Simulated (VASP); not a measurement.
Runs of VASP 6.6.1 on Pd. The structure is that of space group Im-3m (No. 229), or close to it. The cells are those of the table. This isn't the form of Pd at room conditions, which is fcc.

```tsv
cell	k mesh	gap on the mesh (eV)	pressure (GPa)	moment (μB)
a = 2.764 Å, angles 109.5°, 1 atom	16 × 16 × 16	none	-10.8	0.00
a = 2.694 Å, angles 109.5°, 1 atom	14 × 14 × 14	none	0.6	0.00
a = 2.620 Å, angles 109.5°, 1 atom	16 × 16 × 16	none	(b)	0.00
a = 2.657 Å, angles 109.5°, 1 atom	16 × 16 × 16	none	(a)	0.00
a = 2.581 Å, angles 109.5°, 1 atom	16 × 16 × 16	none	34.1	0.00
a = 2.694 Å, angles 109.5°, 1 atom	16 × 16 × 16	none	0.6	0.00
a = 2.797 Å, angles 109.5°, 1 atom	16 × 16 × 16	none	-14.6	0.00
a = 2.729 Å, angles 109.5°, 1 atom	16 × 16 × 16	none	-5.9	0.00
```

Alike in all rows: task single point; level r2SCAN; potentials or basis VASP PAW PBE potentials, release 64 (Pd); spin collinear; cutoff (eV) 520; smearing fermi-dirac 0.05 eV.

**Question.** Fill in the values left out.

**Answer.** (a) 9.1; (b) 20.0.

Caveats: the PAW data sets were made with another functional, which shifts forces and pressure a little; the cell stands under tension (at least some runs); the cell stands under pressure (at least some runs).

A k mesh can miss the band edges, and the runs leave out spin-orbit coupling on Pd.

A gap of «none» marks levels without a gap at the run's occupations.
